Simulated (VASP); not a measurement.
A run of VASP 6.6.1 is set up as follows.

The input INCAR:

```
SYSTEM = CsSbSI2
  PREC = Accurate
  ENCUT = 520
  EDIFF = 1E-6
  ISMEAR = 0
  SIGMA = 0.1
  LREAL = .False.
  LASPH = .True.
  NELM = 60
  ALGO = Normal
  ISIF = 2
  LWAVE = .False.
  LCHARG = .True.
  LELF = .True.
  LVHAR = .True.
  NBANDS = 25
```

The input KPOINTS:

```
Automatic mesh
0
Gamma
  1 1 1
  0 0 0
```

The input POSCAR:

```
CsSbSI2
1.0
    6.3217010000      0.0000000000      0.0000000000
    0.0000000000      6.3217010000      0.0000000000
    0.0000000000      0.0000000000      5.0850440000
Cs Sb S I
1 1 1 2
Direct
    0.0000000000      0.0000000000      0.0000000000
    0.5000000000      0.5000000000      0.5000000000
    0.5000000000      0.5000000000      0.0000000000
    0.0000000000      0.5000000000      0.5000000000
    0.5000000000      0.0000000000      0.5000000000
```

Potentials or basis: VASP PAW LDA potentials, release 64 (Cs_sv, Sb, S, I).

Run with:

```bash
$ cat potpaw_LDA.64/Cs_sv/POTCAR potpaw_LDA.64/Sb/POTCAR potpaw_LDA.64/S/POTCAR potpaw_LDA.64/I/POTCAR > POTCAR
$ mpirun -np 1 vasp_gam > vasp.out
```

(1) What does it give for the pressure?

(2) What does it give for the band gap on the k mesh?

Results:

(1) -0.4 GPa.

(2) 2.61 eV.

Caveat: the k points lie up to 1.24 Å⁻¹ apart; spin-orbit coupling is left out, which moves the levels of the heavy elements.
